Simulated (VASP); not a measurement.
# WSe2: single point with PBEsol

System: WSe2, a slab with vacuum.

```
CELL_PARAMETERS angstrom
3.31931 0.00000 0.00000
-1.65965 2.87460 0.00000
0.00000 0.00000 15.66154
ATOMIC_POSITIONS crystal
W 0.00000 0.00000 0.00000
Se 0.33333 0.66667 0.10458
Se 0.33333 0.66667 0.89542
```

This cell differs from its parent crystal: uniaxial strain along c: -6.0 %.

```
Program                : VASP 6.6.1
Task                   : single point
Functional             : PBEsol
Potentials or basis    : VASP PAW PBE potentials, release 64 (W_sv, Se)
Cutoff                 : 520 eV
k mesh                 : 12 × 12 × 2
Occupations            : gaussian, width 0.02 eV
Spin                   : no spin polarisation
Dipole correction      : no
Further INCAR settings : ALGO = Normal; EDIFF = 1e-06; NBANDS = 20
```

| Item | Value |
| --- | --- |
| Largest force | 0.358 eV/Å |
| Band gap on the k mesh | 1.46 eV |

Forces on the atoms (eV/Å):
```
W    0.000  0.000  0.000
Se   0.000  0.000  0.358
Se   0.000  0.000 -0.358
```

Levels at points of the mesh, in eV from the valence-band top:
| k point | band 9 | band 10 | band 11 | band 12 | band 13 | band 14 | band 15 | band 16 | band 17 | band 18 |
| --- | --- | --- | --- | --- | --- | --- | --- | --- | --- | --- |
| (0.00, 0.00, 0.00) | -2.51 | -1.99 | -1.34 | -1.34 | -0.16 | 2.97 | 2.97 | 3.24 | 3.24 | 4.33 |
| (0.50, 0.00, 0.00) | -4.19 | -3.09 | -1.98 | -1.01 | -0.95 | 2.34 | 2.76 | 3.80 | 4.39 | 4.57 |
| (0.00, 0.00, 0.50) | -2.51 | -1.99 | -1.34 | -1.34 | -0.16 | 2.97 | 2.97 | 3.24 | 3.24 | 4.41 |
| (0.50, 0.00, 0.50) | -4.19 | -3.09 | -1.98 | -1.01 | -0.95 | 2.34 | 2.76 | 3.80 | 4.39 | 4.57 |

It took 78 s on 1 thread of Intel(R) Xeon(R) 6975P-C (Granite Rapids) (shared host), peak memory 0.34 GiB.

Caveat: the cell differs from its parent crystal (uniaxial strain along c: -6.0 %); the PAW data sets were made with another functional, which shifts forces and pressure a little; spin-orbit coupling is left out, which moves the levels of the heavy elements.
